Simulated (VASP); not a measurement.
Set up this calculation in VASP 6.6.1, as the native input.

| Quantity | Value |
| --- | --- |
| Task | single point |
| Functional | PBE |
| Potentials or basis | VASP PAW PBE potentials, release 64 (Cs_sv) |
| Cutoff | 500 eV |
| k mesh | 5 × 2 × 2, shifted |
| Occupations | fermi-dirac, width 0.051704 eV |
| Spin | no spin polarisation |
| Dipole correction | no |
| Further INCAR settings | ALGO = Normal; EDIFF = 1e-06; NBANDS = 10; ISYM = -1 |

The structure of Cs lies in POSCAR:

```
Cs
1.0
   -3.1284650614      3.1284650614      3.1284650614
    3.1284650614     -3.1284650614      3.1284650614
    3.1284650614      3.1284650614     -3.1284650614
Cs
1
Direct
    0.0000000000      0.0000000000      0.0000000000
```

The input as run:

INCAR

```
  PREC = Accurate
  ENCUT = 500
  EDIFF = 1E-6
  ISMEAR = -1
  SIGMA = 0.051703999572871064
  LREAL = F
  LASPH = T
  NELM = 120
  ALGO = Normal
  ISIF = 2
  LWAVE = F
  LCHARG = F
  GGA = PE
  ISYM = -1
  NBANDS = 10
  GGA_COMPAT = F
```

KPOINTS

```
explicit points
10
Reciprocal
  0.10000000   0.25000000   0.00000000 2
  0.10000000   0.25000000   0.50000000 2
  0.10000000   0.75000000   0.00000000 2
  0.10000000   0.75000000   0.50000000 2
  0.30000000   0.25000000   0.00000000 2
  0.30000000   0.25000000   0.50000000 2
  0.30000000   0.75000000   0.00000000 2
  0.30000000   0.75000000   0.50000000 2
  0.50000000   0.25000000   0.00000000 2
  0.50000000   0.25000000   0.50000000 2
```

Potentials or basis: VASP PAW PBE potentials, release 64 (Cs_sv).

Command:

```sh
$ cat potpaw_PBE.64/Cs_sv/POTCAR > POTCAR
$ mpirun -np 1 vasp_std > vasp.out
```

It gave:

```json
{
 "Pressure": "-0.1 GPa",
 "Band gap on the k mesh": "zero (an odd number of electrons rules out a gap without spin polarisation)"
}
```

Caveat: spin-orbit coupling is left out, which moves the levels of the heavy elements.

Run time: 12 s on 1 thread of Intel Xeon 8259CL (shared host), peak memory 0.19 GiB.
